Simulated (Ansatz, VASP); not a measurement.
# NaH in VASP and in Ansatz

```
Na H
1.0
    -0.03607    2.42310    2.40080
     2.42691   -0.04035    2.40508
     2.40113    2.40159   -0.01458
Na H
1 1
Direct
  0.03107 0.97562 0.00268
  0.49212 0.51441 0.52596
```

Alike in both runs: task single point; functional PBEsol; k mesh 6 × 6 × 6; occupations fermi-dirac, width 0.05 eV; no spin polarisation.

```csv
,VASP,Ansatz
version,VASP 6.6.1,Ansatz 0.2.0
potentials or method,"VASP PAW PBE potentials, release 64 (Na_pv, H), cutoff 520 eV","plane waves, PAW"
valence electrons in the cell,8,10
```

```tsv
	VASP	Ansatz	Ansatz less VASP
pressure (GPa)	-0.6	-0.6	0.00
traceless stress, the component that is largest in VASP (GPa)	0.57	0.57	-0.002
rms of the force components (eV/Å)	0.079	0.078	-0.0011
```

VASP's potentials were made for PBE, not for PBEsol. Atom by atom the forces differ by 0.001 eV/Å (rms over components). VASP's potentials hold 8 valence electrons a cell and Ansatz's 10, so a difference there can come from the potentials and not from the codes. Ansatz's warnings: stress scf threshold loose.
